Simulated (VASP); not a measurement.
Ni:

```
Ni
1.0
     0.00000    1.76194    1.76194
     1.76194    0.00000    1.76194
     1.76194    1.76194    0.00000
Ni
1
Direct
  0.00000 0.00000 0.00000
```

```yaml
Program: VASP 6.6.1
Task: relaxation of cell and atoms
Functional: LDA
Potentials_or_basis: VASP PAW LDA potentials, release 64 (Ni)
Cutoff: 600 eV
k_mesh: 15 × 15 × 15
Occupations: fermi-dirac, width 0.05 eV
Spin: collinear spin, ferromagnetic start
Starting_moments: "[0.8] μB"
```

At the start: pressure -17.7 GPa; volume 10.94 Å³/atom.

Task: How do energy, volume and symmetry change on relaxing?

Result: Over 4 steps the energy falls by 54.5 meV/atom and the volume is 10.03 Å³/atom (-8.3 %); space group Fm-3m (No. 225, to 0.1 Å) before and after; moment 0.60 μB per cell.

The path:
| step | energy change (eV) | largest force (eV/Å) | pressure (GPa) | volume (Å³) |
| --- | --- | --- | --- | --- |
| 1 | 0.0000 | 0.0000 | -17.68 | 10.94 |
| 2 | 0.0205 | 0.0000 | 29.43 | 9.14 |
| 3 | -0.0545 | 0.0000 | -0.40 | 10.05 |
| 4 | -0.0545 | 0.0000 | 0.03 | 10.03 |

Final structure:
```
Ni
1.0
     0.00000    1.71175    1.71175
     1.71175    0.00000    1.71175
     1.71175    1.71175    0.00000
Ni
1
Direct
  0.00000 0.00000 0.00000
```
